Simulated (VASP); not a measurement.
# TiO2 (P4_2/mnm) in VASP: further runs

Runs on TiO2. Level: PBE. Tasks: single point.

All numbers are computed with VASP 6.6.1; they aren't measurements. Logs are shortened: lines on timing, memory, paths and dates and some standing lists are left out, and cuts for length are marked.

## Step 1: The cell of the first run

It takes space group P4_2/mnm (No. 136, tetragonal). Conventional cell: a = 4.774 Å, b = 4.774 Å, c = 2.804 Å, α = 90.00°, β = 90.00°, γ = 90.00°. Within 2.5 Å of Ti (site symmetry mmm) lie 6 O at 1.92 to 2.06 Å. O (site symmetry m2m) has 3 Ti at 1.92 to 2.06 Å within 2.5 Å.

## Step 2: Single point, PBE

The input, INCAR:

```
  ALGO = Normal
  EDIFF = 1E-7
  ENCUT = 520
  GGA = PE
  ISIF = 2
  ISMEAR = 0
  LASPH = True
  LCHARG = False
  LREAL = False
  LWAVE = False
  NBANDS = 33
  NELM = 60
  PREC = Accurate
  SIGMA = 0.05
```

The input, KPOINTS:

```
k-points
0
Gamma
  8 8 10
```

The input, POSCAR:

```
TiO2
1.0
    4.7739233549      0.0000000000      0.0000000000
    0.0000000000      4.7739233549      0.0000000000
    0.0000000000      0.0000000000      2.8037567095
Ti O
2 4
Direct
    0.0000000000      0.0000000000      0.0000000000
    0.5000000000      0.5000000000      0.5000000000
    0.3051105247      0.3051105247      0.0000000000
    0.1948894753      0.8051105247      0.5000000000
    0.6948894753      0.6948894753      0.0000000000
    0.8051105247      0.1948894753      0.5000000000
```

Potentials or basis: VASP PAW PBE potentials, release 64 (Ti_sv, O).

Started as:

```bash
cat potpaw_PBE.64/Ti_sv/POTCAR potpaw_PBE.64/O/POTCAR > POTCAR
mpirun -np 1 vasp_std > vasp.out
```

OUTCAR:

```text
EDIFF = 1E-7
   ENCUT = 520
   GGA = PE
   ISIF = 2
   ISMEAR = 0
   LASPH = True
   LREAL = False
   NELM = 60
   PREC = Accurate

 ion  position               nearest neighbor table
   1  0.000  0.000  0.000-   4 1.92   6 1.92   4 1.92   6 1.92   5 2.06   3 2.06
   2  0.500  0.500  0.500-   3 1.92   5 1.92   3 1.92   5 1.92   4 2.06   6 2.06
   3  0.305  0.305  0.000-   2 1.92   2 1.92   1 2.06
   4  0.195  0.805  0.500-   1 1.92   1 1.92   2 2.06
   5  0.695  0.695  0.000-   2 1.92   2 1.92   1 2.06
   6  0.805  0.195  0.500-   1 1.92   1 1.92   2 2.06

  LATTYP: Found a simple tetragonal cell.
 ALAT       =     4.7739233549
 C/A-ratio  =     0.5873066032

  Lattice vectors:

 A1 = (   4.7739233549,   0.0000000000,   0.0000000000)
 A2 = (   0.0000000000,   4.7739233549,   0.0000000000)
 A3 = (   0.0000000000,   0.0000000000,   2.8037567095)

Analysis of symmetry for initial positions (statically):
=====================================================================
 Subroutine PRICEL returns:
 Original cell was already a primitive cell.

 Routine SETGRP: Setting up the symmetry group for a
 simple tetragonal supercell.

 Subroutine GETGRP returns: Found 16 space group operations
 (whereof  8 operations were pure point group operations)
 out of a pool of 16 trial point group operations.

The static configuration has the point symmetry D_2h.
 The point group associated with its full space group is D_4h.

Analysis of symmetry for dynamics (positions and initial velocities):
=====================================================================
 Subroutine PRICEL returns:
 Original cell was already a primitive cell.

 Routine SETGRP: Setting up the symmetry group for a
 simple tetragonal supercell.

 Subroutine GETGRP returns: Found 16 space group operations
 (whereof  8 operations were pure point group operations)
 out of a pool of 16 trial point group operations.

The dynamic configuration has the point symmetry D_2h.
 The point group associated with its full space group is D_4h.

 Subroutine INISYM returns: Found 16 space group operations
 (whereof  8 operations are pure point group operations),
 and found     1 'primitive' translations

----------------------------------------------------------------------------------------

                                     Primitive cell

  volume of cell :      63.8986

  direct lattice vectors                    reciprocal lattice vectors
     4.773923355  0.000000000  0.000000000     0.209471314  0.000000000  0.000000000
     0.000000000  4.773923355  0.000000000     0.000000000  0.209471314  0.000000000
     0.000000000  0.000000000  2.803756709     0.000000000  0.000000000  0.356664327

  length of vectors
     4.773923355  4.773923355  2.803756709     0.209471314  0.209471314  0.356664327

  position of ions in fractional coordinates (direct lattice)
     0.000000000  0.000000000  0.000000000
     0.500000000  0.500000000  0.500000000
     0.305110525  0.305110525  0.000000000
     0.194889475  0.805110525  0.500000000
     0.694889475  0.694889475  0.000000000
     0.805110525  0.194889475  0.500000000

  ion indices of the primitive-cell ions
   primitive index   ion index
                 1           1
                 2           2
                 3           3
                 4           4
                 5           5
                 6           6

----------------------------------------------------------------------------------------

 KPOINTS: k-points

Automatic generation of k-mesh.
 Grid dimensions read from file:
 generate k-points for:    8    8   10

 Generating k-lattice:

  Cartesian coordinates                     Fractional coordinates (reciprocal lattice)
     0.026183914  0.000000000  0.000000000     0.125000000  0.000000000  0.000000000
     0.000000000  0.026183914  0.000000000     0.000000000  0.125000000  0.000000000
     0.000000000  0.000000000  0.035666433     0.000000000  0.000000000  0.100000000

  Length of vectors
     0.026183914  0.026183914  0.035666433

  Shift w.r.t. Gamma in fractional coordinates (k-lattice)
     0.000000000  0.000000000  0.000000000

 Subroutine IBZKPT returns following result:
 ===========================================

 Found     90 irreducible k-points:

 Following reciprocal coordinates:
            Coordinates               Weight
  0.000000  0.000000  0.000000      1.000000
  0.125000  0.000000  0.000000      4.000000
  0.250000  0.000000  0.000000      4.000000
  0.375000  0.000000  0.000000      4.000000
  0.500000  0.000000  0.000000      2.000000
  0.125000  0.125000  0.000000      4.000000
[... 16 lines left out ...]
  0.375000  0.125000  0.100000     16.000000
  0.500000  0.125000  0.100000      8.000000
 [... further k-points ...]
   k-points           NKPTS =     90   k-points in BZ     NKDIM =     90   number of bands    NBANDS=     33
   number of dos      NEDOS =    301   number of ions     NIONS =      6
[... 48 lines left out ...]
 Gauss-broadening in eV      SIGMA  =   0.05
  energy-cutoff  :      520.00
  volume of cell :       63.90
 maximum number of plane-waves:      1740
 NGX is ok and might be reduce to    36

 number of electron      47.9999979 magnetization

 Free energy of the ion-electron system (eV)
  ---------------------------------------------------
  ext. energy  EPLUGINS =         0.00000000
  ---------------------------------------------------
  free energy    TOTEN  =       -53.40599122 eV

  energy without entropy =      -53.40599122  energy(sigma->0) =      -53.40599122

 E-fermi :   4.5390     XC(G=0): -11.2498

 val. band max:        4.2332219510   @ k =   0.1250   0.1250   0.0000
 cond. band min:       6.1956519222   @ k =   0.5000   0.5000   0.0000
 fundamental gap:      1.9624299712
 Fermi energy:         4.5390253988

 k-point     1 :       0.0000    0.0000    0.0000
  band No.  band energies     occupation
      1     -52.3360      2.00000
      2     -52.3235      2.00000
      3     -28.6316      2.00000
      4     -28.6316      2.00000
      5     -28.4847      2.00000
      6     -28.4847      2.00000
[... 25 lines left out ...]
     32      11.1904      0.00000
     33      11.3401      0.00000

 k-point     2 :       0.1250    0.0000    0.0000
  band No.  band energies     occupation
      1     -52.3355      2.00000
      2     -52.3240      2.00000
      3     -28.6276      2.00000
      4     -28.6273      2.00000
      5     -28.4894      2.00000
      6     -28.4891      2.00000
[... 25 lines left out ...]
     32      11.1555      0.00000
     33      11.1644      0.00000

 k-point     3 :       0.2500    0.0000    0.0000
  band No.  band energies     occupation
      1     -52.3341      2.00000
      2     -52.3253      2.00000
      3     -28.6164      2.00000
      4     -28.6156      2.00000
      5     -28.5021      2.00000
      6     -28.5012      2.00000
[... 25 lines left out ...]
     32      11.0640      0.00000
     33      11.0963      0.00000

 k-point     4 :       0.3750    0.0000    0.0000
  band No.  band energies     occupation
      1     -52.3321      2.00000
      2     -52.3273      2.00000
      3     -28.6019      2.00000
      4     -28.6008      2.00000
      5     -28.5178      2.00000
      6     -28.5167      2.00000
[... 25 lines left out ...]
     32      10.7318      0.00000
     33      10.9762      0.00000

 k-point     5 :       0.5000    0.0000    0.0000
  band No.  band energies     occupation
      1     -52.3297      2.00000
      2     -52.3297      2.00000
      3     -28.5934      2.00000
      4     -28.5934      2.00000
      5     -28.5256      2.00000
      6     -28.5256      2.00000
[... 604 lines left out ...]
 k-point    22 :       0.2500    0.1250    0.1000
  band No.  band energies     occupation
      1     -52.3268      2.00000
      2     -52.3190      2.00000
      3     -28.6145      2.00000
      4     -28.5852      2.00000
      5     -28.5147      2.00000
      6     -28.4828      2.00000
[... 25 lines left out ...]
     32      10.6158      0.00000
     33      11.0059      0.00000

 k-point    23 :       0.3750    0.1250    0.1000
  band No.  band energies     occupation
      1     -52.3250      2.00000
      2     -52.3208      2.00000
      3     -28.6039      2.00000
      4     -28.5783      2.00000
      5     -28.5225      2.00000
      6     -28.4953      2.00000
[... 25 lines left out ...]
     32      10.3834      0.00000
     33      10.9120      0.00000

 k-point    24 :       0.5000    0.1250    0.1000
  band No.  band energies     occupation
      1     -52.3229      2.00000
      2     -52.3229      2.00000
      3     -28.5888      2.00000
      4     -28.5888      2.00000
      5     -28.5118      2.00000
      6     -28.5118      2.00000
[... 25 lines left out ...]
     32      10.0169      0.00000
     33      10.9097      0.00000

 [... further k-points ...]
[... 5 lines left out ...]
  --------------------------------------------------------------------------------------
  -------------------------------------------------------------------------------------
  Total       -1.2522569     -1.2522569      8.7264795      0.0000000      0.0000000      0.0000000
  in kB      -31.3987820    -31.3987820    218.8056061      0.0000000      0.0000000      0.0000000
  external PRESSURE =      52.0026807 kB  Pullay stress =       0.0000000 kB

 VOLUME and BASIS-vectors are now :
 -----------------------------------------------------------------------------
  energy-cutoff  :      520.00
  volume of cell :       63.90
      direct lattice vectors                 reciprocal lattice vectors
     4.773923355  0.000000000  0.000000000     0.209471314  0.000000000  0.000000000
     0.000000000  4.773923355  0.000000000     0.000000000  0.209471314  0.000000000
     0.000000000  0.000000000  2.803756709     0.000000000  0.000000000  0.356664327

 POSITION                                       TOTAL-FORCE (eV/Angst)
 -----------------------------------------------------------------------------------
      0.00000      0.00000      0.00000         0.000000      0.000000      0.000000
      2.38696      2.38696      1.40188         0.000000      0.000000      0.000000
      1.45657      1.45657      0.00000        -0.050943     -0.050943      0.000000
      0.93039      3.84354      1.40188         0.050943     -0.050943      0.000000
      3.31735      3.31735      0.00000         0.050943      0.050943      0.000000
      3.84354      0.93039      1.40188        -0.050943      0.050943      0.000000
 -----------------------------------------------------------------------------------
    total drift:                                0.000000      0.000000     -0.000000

  FREE ENERGIE OF THE ION-ELECTRON SYSTEM (eV)
  ---------------------------------------------------
  free  energy   TOTEN  =       -53.4059912173 eV

  energy  without entropy=      -53.4059912173  energy(sigma->0) =      -53.40599122
```

It took 2.9 min on 1 thread of Intel Xeon 8259CL, shared host; peak memory 0.27 GiB.

What came out:

```
Free energy            : -53.4060 eV
Pressure               : 5.2 GPa
Largest force          : 0.072 eV/Å
Band gap on the k mesh : 1.96 eV (least direct gap 2.01 eV)
```

Forces on the atoms (eV/Å):
```
Ti   0.000  0.000  0.000
Ti   0.000  0.000  0.000
O   -0.051 -0.051  0.000
O    0.051 -0.051  0.000
O    0.051  0.051  0.000
O   -0.051  0.051  0.000
```

Levels at points of the mesh, in eV from the valence-band top:
| k point | band 20 | band 21 | band 22 | band 23 | band 24 | band 25 | band 26 | band 27 | band 28 | band 29 |
| --- | --- | --- | --- | --- | --- | --- | --- | --- | --- | --- |
| (0.00, 0.00, 0.00) | -1.13 | -0.31 | -0.31 | -0.19 | -0.04 | 1.97 | 2.15 | 3.01 | 3.01 | 3.02 |
| (0.50, 0.00, 0.00) | -2.78 | -0.87 | -0.87 | -0.59 | -0.59 | 2.62 | 2.62 | 3.37 | 3.37 | 4.01 |
| (0.50, 0.50, 0.00) | -2.10 | -0.91 | -0.91 | -0.64 | -0.64 | 1.96 | 1.96 | 3.02 | 3.02 | 4.26 |
| (0.00, 0.00, 0.50) | -2.89 | -1.76 | -1.76 | -1.29 | -1.29 | 3.09 | 3.09 | 3.76 | 3.76 | 4.09 |
| (0.50, 0.00, 0.50) | -2.02 | -1.87 | -1.87 | -0.78 | -0.78 | 2.18 | 2.18 | 3.99 | 3.99 | 4.08 |
| (0.50, 0.50, 0.50) | -2.88 | -0.94 | -0.94 | -0.61 | -0.61 | 2.82 | 2.82 | 3.36 | 3.36 | 4.10 |

Caveat: the cell stands under pressure. A k mesh can miss the band edges.

## Step 3: Single point, PBE

This run uses another cell than the first one, of the same volume but with other edges.

The input, INCAR:

```
PREC     = Accurate       # precision mode
ENCUT    = 520            # plane-wave cutoff, eV
EDIFF    = 1E-6           # SCF threshold, eV
ISMEAR   = 0              # smearing method
SIGMA    = 0.05           # smearing width, eV
LREAL    = False          # projectors in reciprocal space
LASPH    = True           # aspherical terms in the spheres
NELM     = 60             # most SCF steps
ALGO     = Normal         # electronic algorithm
ISIF     = 2              # what is computed and relaxed
LWAVE    = False          # write WAVECAR
LCHARG   = True           # write CHGCAR
GGA      = PE             # functional
LELF     = True           # ELF
LVHAR    = True         
NBANDS   = 33             # bands
```

The input, KPOINTS:

```
regular mesh
0
Gamma
  8 8 10
```

Edit POSCAR of step 2 so:

```diff
@@ -2,5 +2,5 @@
 1.0
-    4.7739233549      0.0000000000      0.0000000000
-    0.0000000000      4.7739233549      0.0000000000
-    0.0000000000      0.0000000000      2.8037567095
+    4.4978726633      0.0000000000      0.0000000000
+    0.0000000000      4.4978726633      0.0000000000
+    0.0000000000      0.0000000000      3.1584710294
 Ti O
```

Potentials or basis: VASP PAW PBE potentials, release 64 (Ti_sv, O).

Started as:

```bash
cat potpaw_PBE.64/Ti_sv/POTCAR potpaw_PBE.64/O/POTCAR > POTCAR
mpirun -np 1 vasp_std > vasp.out
```

It took 2.9 min on 1 thread of Intel Xeon 8259CL, shared host; peak memory 0.27 GiB.

Results (log left out):

```yaml
Free_energy: -53.3993 eV
Pressure: -2.1 GPa
Largest_force: 0.025 eV/Å
Band_gap_on_the_k_mesh: 1.76 eV
```

Forces in eV/Å, atoms in the order of the input:
```
Ti   0.000  0.000  0.000
Ti   0.000  0.000  0.000
O   -0.018 -0.018  0.000
O    0.018 -0.018  0.000
O    0.018  0.018  0.000
O   -0.018  0.018  0.000
```

Stress tensor (GPa, compression positive):
```
  4.89   0.00   0.00
  0.00   4.89   0.00
  0.00   0.00 -16.10
```

Levels at points of the mesh, in eV from the valence-band top:
```
           k point  band 21  band 22  band 23  band 24  band 25  band 26  band 27  band 28
(0.00, 0.00, 0.00)    -0.90    -0.34    -0.34     0.00     1.76     2.12     2.16     2.16
(0.50, 0.00, 0.00)    -2.05    -2.05    -0.71    -0.71     2.42     2.42     2.79     2.79
(0.50, 0.50, 0.00)    -1.65    -1.65    -0.90    -0.90     1.87     1.87     2.20     2.20
(0.00, 0.00, 0.50)    -2.27    -2.27    -1.30    -1.30     2.40     2.40     2.94     2.94
(0.50, 0.00, 0.50)    -1.95    -1.95    -0.98    -0.98     1.82     1.82     2.48     2.48
(0.50, 0.50, 0.50)    -1.30    -1.30    -0.58    -0.58     2.47     2.47     2.51     2.51
```

 A k mesh can miss the band edges.

## Step 4: Single point, PBE

This run uses another cell than the first one, of the same volume but with other edges.

The input, INCAR:

```
SYSTEM = TiO2
ALGO     = Normal         ! electronic algorithm
EDIFF    = 1E-6           ! SCF threshold, eV
ENCUT    = 520            ! plane-wave cutoff, eV
GGA      = PE             ! functional
ISIF     = 2              ! what is computed and relaxed
ISMEAR   = 0              ! smearing method
LASPH    = .TRUE.         ! aspherical terms in the spheres
LCHARG   = .TRUE.         ! write CHGCAR
LELF     = .TRUE.         ! ELF
LREAL    = .FALSE.        ! projectors in reciprocal space
LVHAR    = .TRUE.       
LWAVE    = .FALSE.        ! write WAVECAR
NBANDS   = 33             ! bands
NELM     = 80             ! most SCF steps
PREC     = Accurate       ! precision mode
SIGMA    = 0.05           ! smearing width, eV
```

The input, KPOINTS:

```
k-points
0
G
  8 8 10
  0 0 0
```

Edit POSCAR of step 3 so:

```diff
@@ -2,5 +2,5 @@
 1.0
-    4.4978726633      0.0000000000      0.0000000000
-    0.0000000000      4.4978726633      0.0000000000
-    0.0000000000      0.0000000000      3.1584710294
+    4.7066760403      0.0000000000      0.0000000000
+    0.0000000000      4.7066760403      0.0000000000
+    0.0000000000      0.0000000000      2.8844472183
 Ti O
```

Started as:

```bash
cat potpaw_PBE.64/Ti_sv/POTCAR potpaw_PBE.64/O/POTCAR > POTCAR
mpirun -np 1 vasp_std > vasp.out
```

Run time: 2.8 min. Hardware: 1 thread of Intel Xeon 8259CL, shared host; peak memory 0.27 GiB.

It converged, with:

| Quantity | Value |
| --- | --- |
| Free energy | -53.6124 eV |
| Pressure | 2.6 GPa |
| Largest force | 0.040 eV/Å |
| Band gap on the k mesh | 1.92 eV |

Forces in eV/Å, atoms in the order of the input:
```
Ti   0.000  0.000  0.000
Ti   0.000  0.000  0.000
O   -0.028 -0.028  0.000
O    0.028 -0.028  0.000
O    0.028  0.028  0.000
O   -0.028  0.028  0.000
```

Stress tensor (GPa, compression positive):
```
-1.28  0.00  0.00
 0.00 -1.28  0.00
 0.00  0.00 10.42
```

Levels at points of the mesh, in eV from the valence-band top:
```
           k point  band 20  band 21  band 22  band 23  band 24  band 25  band 26  band 27  band 28  band 29
(0.00, 0.00, 0.00)    -1.52    -0.44    -0.37    -0.37     0.00     1.92     2.16     2.69     2.73     2.73
(0.50, 0.00, 0.00)    -2.88    -1.22    -1.22    -0.64    -0.64     2.57     2.57     3.15     3.15     3.75
(0.50, 0.50, 0.00)    -2.10    -0.98    -0.98    -0.95    -0.95     1.93     1.93     2.74     2.74     4.00
(0.00, 0.00, 0.50)    -2.82    -2.00    -2.00    -1.34    -1.34     2.98     2.98     3.60     3.60     3.68
(0.50, 0.00, 0.50)    -2.17    -1.92    -1.92    -0.88    -0.88     2.02     2.02     3.60     3.60     3.92
(0.50, 0.50, 0.50)    -2.80    -1.07    -1.07    -0.63    -0.63     2.67     2.67     3.27     3.27     3.63
```

 A k mesh can miss the band edges.

## Step 5: The runs side by side

```tsv
cell	gap on the mesh (eV)	pressure (GPa)	largest force (eV/Å)
a = 4.774, b = 4.774, c = 2.804 Å, 6 atoms	1.96	5.2	0.07
a = 4.498, b = 4.498, c = 3.158 Å, 6 atoms	1.76	-2.1	0.02
a = 4.707, b = 4.707, c = 2.884 Å, 6 atoms	1.92	2.6	0.04
```

Alike in all rows: task single point; level PBE; potentials or basis VASP PAW PBE potentials, release 64 (Ti_sv, O); no spin polarisation; k mesh 8 × 8 × 10; cutoff (eV) 520; smearing gaussian 0.05 eV.

Caveats: the cell stands under pressure (at least some runs).

Total energies depend on the potentials used, so only differences within one code and one set of settings carry meaning.
